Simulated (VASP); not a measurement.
A run of VASP 6.6.1 is set up as follows.

Contents of INCAR:

```
SYSTEM = MgSc2C2
ALGO = Normal
EDIFF = 1E-6
EDIFFG = -0.04
ENCUT = 600
GGA = PE
IBRION = 2
ISIF = 3
ISMEAR = 0
LASPH = .TRUE.
LCHARG = .FALSE.
LREAL = .FALSE.
LWAVE = .FALSE.
NELM = 60
NSW = 90
PREC = Accurate
SIGMA = 0.1
```

The input KPOINTS:

```
k-points
0
G
  6 6 6
  0 0 0
```

Contents of POSCAR:

```
MgSc2C2
1.0
   -2.0155354400      2.5582354300      3.8953533800
    2.0155354400     -2.5582354300      3.8953533800
    2.0155354400      2.5582354300     -3.8953533800
Mg Sc C
1 2 2
Direct
    0.0000000000      0.0000000000      0.0000000000
    0.2982834600      0.7982834600      0.5000000000
    0.7017165400      0.2017165400      0.5000000000
    0.7327898200      0.5000000000      0.2327898200
    0.2672101800      0.5000000000      0.7672101800
```

Potentials or basis: VASP PAW PBE potentials, release 64 (Mg, Sc_sv, C).

Command:

```sh
$ cat potpaw_PBE.64/Mg/POTCAR potpaw_PBE.64/Sc_sv/POTCAR potpaw_PBE.64/C/POTCAR > POTCAR
$ mpirun -np 1 vasp_std > vasp.out
```

Estimate the space group after relaxing (to 0.05 Å).

Immm (No. 71).

Estimate the relaxed cell.

a = 5.088 Å, b = 5.088 Å, c = 5.088 Å, α = 141.88°, β = 122.65°, γ = 70.97°.

Stress tensor (GPa, compression positive):
```
-0.07  0.00  0.00
 0.00  0.15  0.00
 0.00  0.00 -0.39
```
